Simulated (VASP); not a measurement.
# Sn (Im-3m) in VASP: a series of runs, part 2 of 2

VASP 6.6.1. The steps go on from the part before.

## 4. Density of states, LDA (volume scaled by 0.4)

The input, POSCAR:

```
Sn
1.0
   -1.3655547753      1.3655547753      1.3655547753
    1.3655547753     -1.3655547753      1.3655547753
    1.3655547753      1.3655547753     -1.3655547753
Sn
1
Direct
    0.0000000000      0.0000000000      0.0000000000
```

The input, INCAR.step1:

```
  PREC = Accurate
  ENCUT = 520
  EDIFF = 1E-6
  ISMEAR = -1
  SIGMA = 0.08
  LREAL = False
  LASPH = True
  NELM = 60
  ALGO = Normal
  ISIF = 2
  LWAVE = False
  LCHARG = True
  NBANDS = 13
```

The input, KPOINTS.step1:

```
regular mesh
0
Gamma
  14 14 14
```

The input, INCAR.step2:

```
  PREC = Accurate
  ENCUT = 520
  EDIFF = 1E-6
  ISMEAR = -5
  SIGMA = 0.08
  LREAL = False
  LASPH = True
  NELM = 60
  ALGO = Normal
  ISIF = 2
  LWAVE = False
  LCHARG = False
  LORBIT = 10
  NBANDS = 13
  NEDOS = 2001
  ICHARG = 11
```

The input, KPOINTS.step2:

```
regular mesh
0
Gamma
  21 21 21
```

Potentials or basis: VASP PAW LDA potentials, release 64 (Sn_d).

Run with:

```console
$ cat potpaw_LDA.64/Sn_d/POTCAR > POTCAR
$ cp INCAR.step1 INCAR
$ cp KPOINTS.step1 KPOINTS
$ mpirun -np 1 vasp_std > vasp.out
$ cp INCAR.step2 INCAR
$ cp KPOINTS.step2 KPOINTS
$ mpirun -np 1 vasp_std > vasp.out
```

OUTCAR:

```text
PREC = Accurate
   ENCUT = 520
   EDIFF = 1E-6
   ISMEAR = -5
   LREAL = False
   LASPH = True
   NELM = 60
   ISIF = 2
   LORBIT = 10
   ICHARG = 11

 ion  position               nearest neighbor table
   1  0.000  0.000  0.000-

  LATTYP: Found a body centered cubic cell.
 ALAT       =     2.7311095506

  Lattice vectors:

 A1 = (  -1.3655547753,   1.3655547753,   1.3655547753)
 A2 = (   1.3655547753,  -1.3655547753,   1.3655547753)
 A3 = (   1.3655547753,   1.3655547753,  -1.3655547753)

Analysis of symmetry for initial positions (statically):
=====================================================================
 Subroutine PRICEL returns:
 Original cell was already a primitive cell.

 Routine SETGRP: Setting up the symmetry group for a
 body centered cubic supercell.

 Subroutine GETGRP returns: Found 48 space group operations
 (whereof 48 operations were pure point group operations)
 out of a pool of 48 trial point group operations.

The static configuration has the point symmetry O_h .

Analysis of symmetry for dynamics (positions and initial velocities):
=====================================================================
 Subroutine PRICEL returns:
 Original cell was already a primitive cell.

 Routine SETGRP: Setting up the symmetry group for a
 body centered cubic supercell.

 Subroutine GETGRP returns: Found 48 space group operations
 (whereof 48 operations were pure point group operations)
 out of a pool of 48 trial point group operations.

The dynamic configuration has the point symmetry O_h .

 Subroutine INISYM returns: Found 48 space group operations
 (whereof 48 operations are pure point group operations),
 and found     1 'primitive' translations

[... 116 lines left out ...]
  Fermi-wavevector in a.u.,A,eV,Ry     =   1.820211  3.439700 45.078386  3.313168
  Thomas-Fermi vector in A             =   2.876834
   LORBIT       =     10    0 simple, 1 ext, 2 COOP (PROOUT), +10 PAW based schemes
   GGA     = CA    functional components
   LHFCALC =     F    Hartree Fock is set to
   AEXX    =    0.0000 exact exchange contribution
   IVDW    =     0    specifies the selected vdW correction
   LEPSILON=     F    determine dielectric tensor
   LRPA    =     F    only Hartree local field effects (RPA)
 non-spin polarized calculation
 Fermi weights with tetrahedron method with Bloechl corrections
  energy-cutoff  :      520.00
  volume of cell :       10.19
 maximum number of plane-waves:       285
 NGX is ok and might be reduce to    18

 number of electron      14.0000009 magnetization

 Free energy of the ion-electron system (eV)
  ---------------------------------------------------
  ext. energy  EPLUGINS =         0.00000000
  ---------------------------------------------------
  free energy    TOTEN  =         5.55332152 eV

  energy without entropy =        5.55332152  energy(sigma->0) =        5.55332152

 E-fermi :  28.1941     XC(G=0): -16.1559

 val. band max:       28.4965088947   @ k =  -0.2381   0.4286   0.0476
 cond. band min:      27.9457204739   @ k =  -0.2857   0.4286   0.1429
 fundamental gap:     -0.5507884207
 Fermi energy:        28.1941194151

 k-point     1 :       0.0000    0.0000    0.0000
  band No.  band energies     occupation
      1       2.6505      2.00000
      2       2.6505      2.00000
      3       2.6505      2.00000
      4       4.3748      2.00000
      5       4.3748      2.00000
      6       4.9090      2.00000
      7      38.8779      0.00000
      8      38.8779      0.00000
      9      38.8779      0.00000
     10      49.2154      0.00000
     11      49.2155      0.00000
     12      50.0603      0.00000
     13      50.0603      0.00000
[... 354 lines left out ...]
  band No.  band energies     occupation
      1       2.2671      2.00000
      2       2.5061      2.00000
      3       3.8054      2.00000
      4       4.0626      2.00000
      5       4.3917      2.00000
      6       8.3108      2.00000
      7      32.6298      0.00000
      8      35.4233      0.00000
      9      39.3279      0.00000
     10      40.8601      0.00000
     11      45.8261      0.00000
     12      46.8255      0.00000
     13      52.0914      0.00000

 [... further k-points ...]
[... 5 lines left out ...]
  --------------------------------------------------------------------------------------
  -------------------------------------------------------------------------------------
  Total       32.1115665     32.1115665     32.1115665     -0.0000000      0.0000000     -0.0000000
  in kB     5051.0853527   5051.0853527   5051.0853527     -0.0000000      0.0000000     -0.0000000
  external PRESSURE =    5051.0853527 kB  Pullay stress =       0.0000000 kB

 VOLUME and BASIS-vectors are now :
 -----------------------------------------------------------------------------
  energy-cutoff  :      520.00
  volume of cell :       10.19
      direct lattice vectors                 reciprocal lattice vectors
    -1.365554775  1.365554775  1.365554775     0.000000000  0.366151552  0.366151552
     1.365554775 -1.365554775  1.365554775     0.366151552  0.000000000  0.366151552
     1.365554775  1.365554775 -1.365554775     0.366151552  0.366151552  0.000000000

 POSITION                                       TOTAL-FORCE (eV/Angst)
 -----------------------------------------------------------------------------------
      0.00000      0.00000      0.00000         0.000000     -0.000000     -0.000000
 -----------------------------------------------------------------------------------
    total drift:                                0.000000     -0.000000      0.000000

  FREE ENERGIE OF THE ION-ELECTRON SYSTEM (eV)
  ---------------------------------------------------
  free  energy   TOTEN  =         5.5533215227 eV

  energy  without entropy=        5.5533215227  energy(sigma->0) =        5.55332152

 total charge

# of ion       s       p       d       tot
------------------------------------------
    1        1.451   2.299  10.736  14.486
```

OSZICAR.step1:

```text
N       E                     dE             d eps       ncg     rms          rms(c)
DAV:   1     0.812888493843E+02    0.81289E+02   -0.64148E+03  3031   0.211E+03
DAV:   2     0.810726999741E+01   -0.73182E+02   -0.69731E+02  2944   0.346E+02
DAV:   3     0.492850028134E+01   -0.31788E+01   -0.31648E+01  3194   0.622E+01
DAV:   4     0.489198382639E+01   -0.36516E-01   -0.36508E-01  3184   0.645E+00
DAV:   5     0.489141152525E+01   -0.57230E-03   -0.57229E-03  3300   0.798E-01    0.845E+00
DAV:   6     0.531175368106E+01    0.42034E+00   -0.44070E-02  4062   0.452E+00    0.466E+00
DAV:   7     0.554583925901E+01    0.23409E+00   -0.71596E-02  3995   0.458E+00    0.165E-01
DAV:   8     0.554790850495E+01    0.20692E-02   -0.27171E-03  3252   0.914E-01    0.555E-02
DAV:   9     0.554798775295E+01    0.79248E-04   -0.76491E-05  3741   0.193E-01    0.248E-02
DAV:  10     0.554805028529E+01    0.62532E-04   -0.23828E-05  3453   0.112E-01    0.871E-03
DAV:  11     0.554804961277E+01   -0.67252E-06   -0.19689E-06  2842   0.339E-02
   1 F= 0.55480496E+01 E0= 0.55509159E+01  d E =-.573261E-02
```

Wall time 25 s (1 thread of AMD EPYC 9R45 (Zen 5), shared host); peak memory 0.13 GiB.

Levels at points of the mesh, in eV from the Fermi level:
```csv
k point,band 4,band 5,band 6,band 7,band 8,band 9,band 10,band 11
"(0.00, 0.00, 0.00)",-23.82,-23.82,-23.29,10.68,10.68,10.68,21.02,21.02
```

Caveat: spin-orbit coupling is left out, which moves the levels of the heavy elements; tetrahedron occupations give inexact forces and stress in metals.
